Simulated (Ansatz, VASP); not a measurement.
Two plane-wave programs on MoS2

```
CELL_PARAMETERS angstrom
3.27206 0.00000 -0.00004
-1.63603 2.83369 0.00000
1.63596 0.94452 6.07409
ATOMIC_POSITIONS crystal
Mo 0.33337 0.66669 0.99994
S 0.50031 0.25016 0.24955
S 0.83312 0.41656 0.75030
```

Change from the starting cell: band edges of the strained film's bulk.

Alike in both runs: task single point; functional PBEsol; k mesh 9 × 9 × 5; occupations gaussian, width 0.02 eV; no spin polarisation.

|  | VASP | Ansatz |
| --- | --- | --- |
| version | VASP 6.6.1 | Ansatz 0.2.0 |
| potentials or method | VASP PAW PBE potentials, release 64 (Mo_sv, S), cutoff 520 eV | scalar-relativistic, plane waves, PAW |
| valence electrons in the cell | 26 | 26 |

VASP gave:

- gap on the k mesh at the Fermi level (eV): 0.35
- least direct gap on the mesh (eV): 1.37
- pressure (GPa): -6.6
- traceless stress, the component that is largest in VASP (GPa): 6.63
- rms of the force components (eV/Å): 0.004

Problem. What did Ansatz give for the same quantities?

Solution. gap on the k mesh at the Fermi level (eV): 0.33; least direct gap on the mesh (eV): 1.37; pressure (GPa): -6.6; traceless stress, the component that is largest in VASP (GPa): 6.64; rms of the force components (eV/Å): 0.004.

VASP's potentials were made for PBE, not for PBEsol. Atom by atom the forces differ by 0.001 eV/Å (rms over components).
